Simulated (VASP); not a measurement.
Runs of VASP 6.6.1 on LiBr. The structure is that of space group Fm-3m (No. 225), or close to it. The cells are those of the table. 

| cell | gap on the mesh (eV) | pressure (GPa) |
| --- | --- | --- |
| a = 3.851 Å, angles 60.0°, 2 atoms | 5.08 | (c) |
| a = 3.811 Å, angles 60.0°, 2 atoms | 5.22 | 1.9 |
| a = 3.929 Å, angles 60.0°, 2 atoms | 4.82 | -0.6 |
| a = 3.890 Å, angles 60.0°, 2 atoms | (b) | 0.1 |
| a = 3.966 Å, angles 60.0°, 2 atoms | 4.70 | (a) |

Alike in all rows: task single point; level PBE; potentials or basis VASP PAW PBE potentials, release 64 (Li_sv, Br); no spin polarisation; k mesh 6 × 6 × 6; cutoff (eV) 750; smearing gaussian 0.01 eV.

Fill in the values left out.

(a) -1.3; (b) 4.94; (c) 0.9.

A k mesh can miss the band edges, and the runs leave out spin-orbit coupling on Br.
